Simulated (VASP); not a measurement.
# C (P4/mmm) in VASP: settings compared

Aim: see how the results for C move with the level of theory and the settings. Levels: PBE0, r2SCAN0, r2SCAN-based global hybrid. Tasks: single point.

Program: VASP 6.6.1. These are calculated values, not measurements. Logs are shortened: lines on timing, memory, paths and dates and some standing lists are left out, and cuts for length are marked.

**1. The cell of the first run**

Symmetry: P4/mmm, No. 123, tetragonal system. The conventional cell has a = 4.255 Å, b = 4.255 Å, c = 1.282 Å, α = 90.00°, β = 90.00°, γ = 90.00°. Within 1.7 Å of C (site symmetry 4/mmm) lie 2 C at 1.28 Å.

**2. Single point, PBE0**

The input, POSCAR:

```
C
1.0
    4.2551700000      0.0000000000      0.0000000000
    0.0000000000      4.2551700000      0.0000000000
    0.0000000000      0.0000000000      1.2822900000
C
1
Direct
    0.5000000000      0.5000000000      0.5000000000
```

The input, INCAR.step1:

```
SYSTEM = C
PREC = Accurate
ENCUT = 520
EDIFF = 1E-5
ISMEAR = -1
SIGMA = 0.05
LREAL = .FALSE.
LASPH = .TRUE.
NELM = 80
ALGO = Normal
ISIF = 2
LWAVE = .TRUE.
LCHARG = .FALSE.
GGA = PE
NBANDS = 8
```

The input, INCAR.step2:

```
SYSTEM = C
PREC = Accurate
ENCUT = 520
EDIFF = 1E-6
ISMEAR = -1
SIGMA = 0.05
LREAL = .FALSE.
LASPH = .TRUE.
NELM = 80
ALGO = Normal
ISIF = 2
LWAVE = .FALSE.
LCHARG = .FALSE.
GGA = PE
LHFCALC = .TRUE.
AEXX = 0.25
PRECFOCK = Normal
ISTART = 1
NBANDS = 8
```

The input, KPOINTS:

```
regular mesh
0
G
  4 4 11
  0 0 0
```

Potentials or basis: VASP PAW PBE potentials, release 64 (C).

The run is started by

```bash
$ cat potpaw_PBE.64/C/POTCAR > POTCAR
$ cp INCAR.step1 INCAR
$ mpirun -np 1 vasp_std > vasp.out
$ cp INCAR.step2 INCAR
$ mpirun -np 1 vasp_std > vasp.out
```

OUTCAR:

```text
SYSTEM = C
   PREC = Accurate
   ENCUT = 520
   EDIFF = 1E-6
   ISMEAR = -1
   LREAL = .FALSE.
   LASPH = .TRUE.
   NELM = 80
   ISIF = 2
   GGA = PE
   LHFCALC = .TRUE.
   AEXX = 0.25
   PRECFOCK = Normal
   ISTART = 1

 ion  position               nearest neighbor table
   1  0.500  0.500  0.500-

  LATTYP: Found a simple tetragonal cell.
 ALAT       =     4.2551700000
 C/A-ratio  =     0.3013487123

  Lattice vectors:

 A1 = (   4.2551700000,   0.0000000000,   0.0000000000)
 A2 = (   0.0000000000,   4.2551700000,   0.0000000000)
 A3 = (   0.0000000000,   0.0000000000,   1.2822900000)

Analysis of symmetry for initial positions (statically):
=====================================================================
 Subroutine PRICEL returns:
 Original cell was already a primitive cell.

 Routine SETGRP: Setting up the symmetry group for a
 simple tetragonal supercell.

 Subroutine GETGRP returns: Found 16 space group operations
 (whereof 16 operations were pure point group operations)
 out of a pool of 16 trial point group operations.

The static configuration has the point symmetry D_4h.

Analysis of symmetry for dynamics (positions and initial velocities):
=====================================================================
 Subroutine PRICEL returns:
 Original cell was already a primitive cell.

 Routine SETGRP: Setting up the symmetry group for a
 simple tetragonal supercell.

 Subroutine GETGRP returns: Found 16 space group operations
 (whereof 16 operations were pure point group operations)
 out of a pool of 16 trial point group operations.

The dynamic configuration has the point symmetry D_4h.

 Subroutine INISYM returns: Found 16 space group operations
 (whereof 16 operations are pure point group operations),
 and found     1 'primitive' translations

----------------------------------------------------------------------------------------

                                     Primitive cell

  volume of cell :      23.2177

  direct lattice vectors                    reciprocal lattice vectors
[... 83 lines left out ...]
   ENCUT  =  520.0 eV  38.22 Ry    6.18 a.u.   7.91  7.91  2.38*2*pi/ulx,y,z
   NELM   =     80;   NELMIN=  2; NELMDL=  0     # of ELM steps
   EDIFF  = 0.1E-05   stopping-criterion for ELM
   LREAL  =      F    real-space projection
   EDIFFG = 0.1E-04   stopping-criterion for IOM
   NSW    =      0    number of steps for IOM
   IBRION =     -1    ionic relax: 0-MD 1-quasi-New 2-CG
   NFREE  =      0    steps in history (QN), initial steepest desc. (CG)
   ISIF   =      2    stress and relaxation
   ISYM   =      3    0-nonsym 1-usesym 2-fastsym
   POTIM  = 0.5000    time-step for ionic-motion
   TEBEG  =    0.0;   TEEND  =   0.0 temperature during run
   PSTRESS=    0.0 pullay stress
   NELECT =       4.0000    total number of electrons
   NUPDOWN=      -1.0000    fix difference up-down
   EMIN   =  10.00;   EMAX   =-10.00  energy-range for DOS
   EFERMI =   0.00;   METHOD = LEGACY
   ISMEAR =    -1;   SIGMA  =   0.05  broadening in eV -4-tet -1-fermi 0-gaus
   EFERMI_NEDOS =   21; number of points for ismear=-14 and -15
   IALGO  =     38    algorithm
   IMIX   =      1    mixing-type and parameters
     AMIX     =   0.40;   BMIX     =  1.00
     AMIX_MAG =   1.60;   BMIX_MAG =  1.00
  volume/ion in A,a.u.               =      23.22       156.68
  Fermi-wavevector in a.u.,A,eV,Ry     =   0.910937  1.721420 11.290188  0.829805
  Thomas-Fermi vector in A             =   2.035157
   LORBIT       =      0    0 simple, 1 ext, 2 COOP (PROOUT), +10 PAW based schemes
   GGA     = PE    functional components
   LHFCALC =     T    Hartree Fock is set to
   PRECFOCK=normal    Normal, Fast or Accurate (Low or Medium for compatibility)
   ENCUT4O =  -1.0   cutoff for four orbital integrals eV
   NKREDX  =     1    reduce k-point grid by
   NKREDY  =     1    reduce k-point grid by
   NKREDZ  =     1    reduce k-point grid by
   AEXX    =    0.2500 exact exchange contribution
   HFSCREEN=    0.0000 screening length (either q_TF or 0.3 A-1)
   HFSCREENC=   0.0000 screening length for correlation (either q_TF or 0.3 A-1)
   ENCUTFOCK=  -1.0 apply spherical cutoff to Coloumb kernel
   IVDW    =     0    specifies the selected vdW correction
   LEPSILON=     F    determine dielectric tensor
   LRPA    =     F    only Hartree local field effects (RPA)
 non-spin polarized calculation
  energy-cutoff  :      520.00
  volume of cell :       23.22
 maximum number of plane-waves:       656
 NGX is ok and might be reduce to    32
  NGX = 28; NGY = 28; NGZ =  8

 number of electron       4.0000000 magnetization

 Free energy of the ion-electron system (eV)
  ---------------------------------------------------
  ext. energy  EPLUGINS =         0.00000000
  ---------------------------------------------------
  free energy    TOTEN  =        -9.83412432 eV

  energy without entropy =       -9.83405526  energy(sigma->0) =       -9.83408979

 E-fermi :  -0.8579     XC(G=0):  -4.6680

 val. band max:       -1.2176127241   @ k =   0.5000   0.5000   0.2727
 cond. band min:      -0.4574068511   @ k =   0.2500   0.0000   0.2727
 fundamental gap:      0.7602058729
 Fermi energy:        -0.8578978923

 k-point     1 :       0.0000    0.0000    0.0000
  band No.  band energies     occupation
      1     -20.8991      2.00000
      2      -8.4851      2.00000
      3      -8.4851      2.00000
      4       2.6441      0.00000
      5       7.0809      0.00000
      6      11.7961      0.00000
      7      11.7961      0.00000
      8      12.9368      0.00000
[... 243 lines left out ...]
 k-point    24 :       0.5000    0.5000    0.2727
  band No.  band energies     occupation
      1     -16.9323      2.00000
      2      -1.2176      1.99850
      3      -1.2176      1.99850
      4      11.6002      0.00000
      5      13.1799      0.00000
      6      14.4762      0.00000
      7      14.4762      0.00000
      8      22.1917      0.00000

 [... further k-points ...]
[... 5 lines left out ...]
  --------------------------------------------------------------------------------------
  -------------------------------------------------------------------------------------
  Total       -0.1365335     -0.1365335     -0.4467018      0.0000000     -0.0000000      0.0000000
  in kB       -9.4217071     -9.4217071    -30.8253656      0.0000000     -0.0000000      0.0000000
  external PRESSURE =     -16.5562599 kB  Pullay stress =       0.0000000 kB

 VOLUME and BASIS-vectors are now :
 -----------------------------------------------------------------------------
  energy-cutoff  :      520.00
  volume of cell :       23.22
      direct lattice vectors                 reciprocal lattice vectors
     4.255170000  0.000000000  0.000000000     0.235008237  0.000000000  0.000000000
     0.000000000  4.255170000  0.000000000     0.000000000  0.235008237  0.000000000
     0.000000000  0.000000000  1.282290000     0.000000000  0.000000000  0.779854791

 POSITION                                       TOTAL-FORCE (eV/Angst)
 -----------------------------------------------------------------------------------
      2.12758      2.12758      0.64114         0.000000      0.000000      0.000000
 -----------------------------------------------------------------------------------
    total drift:                                0.000000     -0.000000     -0.000000

  FREE ENERGIE OF THE ION-ELECTRON SYSTEM (eV)
  ---------------------------------------------------
  free  energy   TOTEN  =        -9.8341243220 eV

  energy  without entropy=       -9.8340552576  energy(sigma->0) =       -9.83408979
```

OUTCAR.step1:

```text
SYSTEM = C
   PREC = Accurate
   ENCUT = 520
   EDIFF = 1E-5
   ISMEAR = -1
   LREAL = .FALSE.
[... 481 lines left out ...]

 POSITION                                       TOTAL-FORCE (eV/Angst)
 -----------------------------------------------------------------------------------
      2.12758      2.12758      0.64114         0.000000      0.000000      0.000000
 -----------------------------------------------------------------------------------
    total drift:                                0.000000     -0.000000      0.000000

  FREE ENERGIE OF THE ION-ELECTRON SYSTEM (eV)
  ---------------------------------------------------
  free  energy   TOTEN  =        -8.1307313652 eV

  energy  without entropy=       -8.1189762682  energy(sigma->0) =       -8.12485382
```

OSZICAR.step1:

```text
N       E                     dE             d eps       ncg     rms          rms(c)
DAV:   1     0.272692956212E+01    0.27269E+01   -0.24091E+03   584   0.405E+02
DAV:   2    -0.880624902189E+01   -0.11533E+02   -0.11383E+02   768   0.659E+01
DAV:   3    -0.897261060813E+01   -0.16636E+00   -0.16302E+00   720   0.935E+00
DAV:   4    -0.897307842813E+01   -0.46782E-03   -0.46740E-03   880   0.453E-01
DAV:   5    -0.897308007664E+01   -0.16485E-05   -0.16487E-05   704   0.164E-02    0.493E+00
DAV:   6    -0.830529293666E+01    0.66779E+00   -0.93149E-01   624   0.456E+00    0.271E+00
DAV:   7    -0.812923478241E+01    0.17606E+00   -0.73464E-01   664   0.398E+00    0.889E-01
DAV:   8    -0.813107484888E+01   -0.18401E-02   -0.91118E-03   600   0.597E-01    0.133E-01
DAV:   9    -0.813067765757E+01    0.39719E-03   -0.94464E-04   712   0.143E-01    0.812E-02
DAV:  10    -0.813075474587E+01   -0.77088E-04   -0.85917E-04   576   0.137E-01    0.710E-02
DAV:  11    -0.813073200384E+01    0.22742E-04   -0.84480E-05   712   0.432E-02    0.723E-03
DAV:  12    -0.813073136517E+01    0.63868E-06   -0.31836E-06   592   0.138E-02
   1 F= -.81307314E+01 E0= -.81248538E+01  d E =-.117551E-01
```

Run time: 3.3 min. Hardware: 1 thread of Intel Xeon Platinum 8259CL at 2.50GHz (Skylake/Cascade Lake), shared host; peak memory 0.13 GiB.

What came out:

```yaml
Free_energy: -9.8341 eV
Pressure: -1.7 GPa
Band_gap_on_the_k_mesh: zero (band 2 reaches 8.61 eV, above the bottom of band 3 at -8.84 eV)
```

Levels at points of the mesh, in eV from the Fermi level:
```
           k point  band 1  band 2  band 3  band 4  band 5  band 6  band 7  band 8
(0.00, 0.00, 0.00)  -20.04   -7.63   -7.63    3.50    7.94   12.65   12.65   13.79
(0.50, 0.00, 0.00)  -20.00   -8.05   -7.59    6.03    6.06   10.23   13.21   14.40
(0.50, 0.50, 0.00)  -19.97   -7.98   -7.98    5.59    8.73    8.73   12.71   16.09
```

Caveat: the k points lie up to 0.45 Å⁻¹ apart; the PAW data sets were made with another functional, which shifts forces and pressure a little.

**3. Single point, r2SCAN0**

POSCAR is that of step 2.

The input, INCAR.step1:

```
SYSTEM = C
ALGO     = Normal         ! electronic algorithm
EDIFF    = 1E-5           ! SCF threshold, eV
ENCUT    = 520            ! plane-wave cutoff, eV
GGA      = PE             ! functional
ISIF     = 2              ! what is computed and relaxed
ISMEAR   = -1             ! smearing method
LASPH    = .True.         ! aspherical terms in the spheres
LCHARG   = .False.        ! write CHGCAR
LREAL    = .False.        ! projectors in reciprocal space
LWAVE    = .True.         ! write WAVECAR
NBANDS   = 8              ! bands
NELM     = 80             ! most SCF steps
PREC     = Accurate       ! precision mode
SIGMA    = 0.05           ! smearing width, eV
```

The input, INCAR.step2:

```
SYSTEM = C
AEXX     = 0.25           ! exact-exchange fraction
ALGO     = Normal         ! electronic algorithm
EDIFF    = 1E-7           ! SCF threshold, eV
ENCUT    = 520            ! plane-wave cutoff, eV
ISIF     = 2              ! what is computed and relaxed
ISMEAR   = -1             ! smearing method
ISTART   = 1            
LASPH    = .True.         ! aspherical terms in the spheres
LCHARG   = .False.        ! write CHGCAR
LHFCALC  = .True.         ! exact exchange
LMIXTAU  = .True.       
LREAL    = .False.        ! projectors in reciprocal space
LWAVE    = .False.        ! write WAVECAR
METAGGA  = R2SCAN         ! meta-GGA
NBANDS   = 8              ! bands
NELM     = 80             ! most SCF steps
PREC     = Accurate       ! precision mode
PRECFOCK = Normal       
SIGMA    = 0.05           ! smearing width, eV
```

The input, KPOINTS:

```
k-points
0
Gamma
  4 4 11
  0 0 0
```

Potentials or basis: VASP PAW PBE potentials, release 64 (C).

The run is started by

```bash
$ cat potpaw_PBE.64/C/POTCAR > POTCAR
$ cp INCAR.step1 INCAR
$ mpirun -np 1 vasp_std > vasp.out
$ cp INCAR.step2 INCAR
$ mpirun -np 1 vasp_std > vasp.out
```

OUTCAR:

```text
SYSTEM = C
   AEXX = 0.25
   EDIFF = 1E-7
   ENCUT = 520
   ISIF = 2
   ISMEAR = -1
   ISTART = 1
   LASPH = .True.
   LHFCALC = .True.
   LREAL = .False.
   METAGGA = R2SCAN
   NELM = 80
   PREC = Accurate
   PRECFOCK = Normal

 ion  position               nearest neighbor table
   1  0.500  0.500  0.500-

  LATTYP: Found a simple tetragonal cell.
 ALAT       =     4.2551700000
 C/A-ratio  =     0.3013487123

  Lattice vectors:

[... 199 lines left out ...]
      7      12.1110      0.00000
      8      13.3467      0.00000
[... 243 lines left out ...]
 k-point    24 :       0.5000    0.5000    0.2727
  band No.  band energies     occupation
      1     -17.5370      2.00000
      2      -1.2599      1.99856
      3      -1.2599      1.99856
      4      11.6942      0.00000
      5      13.5098      0.00000
      6      14.8380      0.00000
      7      14.8380      0.00000
      8      22.9325      0.00000

 [... further k-points ...]
[... 5 lines left out ...]
  --------------------------------------------------------------------------------------
  -------------------------------------------------------------------------------------
  Total       -0.1760248     -0.1760248     -0.8723761      0.0000000      0.0000000      0.0000000
  in kB      -12.1468670    -12.1468670    -60.1996921      0.0000000      0.0000000      0.0000000
  external PRESSURE =     -28.1644754 kB  Pullay stress =       0.0000000 kB

 VOLUME and BASIS-vectors are now :
 -----------------------------------------------------------------------------
  energy-cutoff  :      520.00
  volume of cell :       23.22
      direct lattice vectors                 reciprocal lattice vectors
     4.255170000  0.000000000  0.000000000     0.235008237  0.000000000  0.000000000
     0.000000000  4.255170000  0.000000000     0.000000000  0.235008237  0.000000000
     0.000000000  0.000000000  1.282290000     0.000000000  0.000000000  0.779854791

 POSITION                                       TOTAL-FORCE (eV/Angst)
 -----------------------------------------------------------------------------------
      2.12758      2.12758      0.64114         0.000000      0.000000      0.000000
 -----------------------------------------------------------------------------------
    total drift:                                0.000000     -0.000000     -0.000000

  FREE ENERGIE OF THE ION-ELECTRON SYSTEM (eV)
  ---------------------------------------------------
  free  energy   TOTEN  =       -10.3084184227 eV

  energy  without entropy=      -10.3083529344  energy(sigma->0) =      -10.30838568
```

It took 5.6 min on 1 thread of Intel Xeon Platinum 8259CL at 2.50GHz (Skylake/Cascade Lake), shared host; peak memory 0.14 GiB.

Results:

```
Free energy            : -10.3084 eV
Pressure               : -2.8 GPa
Band gap on the k mesh : zero (band 2 reaches 8.73 eV, above the bottom of band 3 at -9.13 eV)
```

Caveat: the k points lie up to 0.45 Å⁻¹ apart; the PAW data sets were made with another functional, which shifts forces and pressure a little.

[end of part 1 of 2]
